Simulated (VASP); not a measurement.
GaSe3:

```xyz
4
Lattice="-3.0615 3.0615 3.0615 3.0615 -3.0615 3.0615 3.0615 3.0615 -3.0615" Properties=species:S:1:pos:R:3 pbc="T T T"
Ga    0.0000    0.0000    0.0000
Se    3.0615    0.0000    0.0000
Se    0.0000    3.0615    0.0000
Se    0.0000    0.0000    3.0615
```

| Property | Result |
| --- | --- |
| Program | VASP 6.6.1 |
| Task | relaxation of cell and atoms |
| Functional | PBE |
| Potentials or basis | VASP PAW PBE potentials, release 64 (Ga_d, Se) |
| Cutoff | 600 eV |
| k mesh | 4 × 4 × 4 |
| Occupations | gaussian, width 0.1 eV |
| Spin | no spin polarisation |

At the start: pressure -7.7 GPa; volume 28.70 Å³/atom.

**Question.** How do energy, volume and symmetry change on relaxing?

**Answer.** Over 3 steps the energy falls by 188.0 meV/atom and the volume is 22.51 Å³/atom (-21.6 %); space group Im-3m (No. 229, to 0.05 Å).

Step by step:
```csv
step,energy change (eV),largest force (eV/Å),pressure (GPa),volume (Å³)
1,0.0000,0.0000,-7.74,114.78
2,-0.7307,0.0000,-1.88,93.26
3,-0.7518,0.0000,-0.17,90.04
```

Final structure:
```yaml
crystal:
  lattice:
    - [-2.82357, 2.82357, 2.82357]
    - [2.82357, -2.82357, 2.82357]
    - [2.82357, 2.82357, -2.82357]
  atoms:
    - { symbol: Ga, position: [0.00000, 0.00000, 0.00000] }
    - { symbol: Se, position: [0.00000, 0.50000, 0.50000] }
    - { symbol: Se, position: [0.50000, 0.00000, 0.50000] }
    - { symbol: Se, position: [0.50000, 0.50000, 0.00000] }
```

Caveat: the k points lie up to 0.39 Å⁻¹ apart in the final cell; the volume moved by over 15 % at a fixed basis, so the end points are rough.
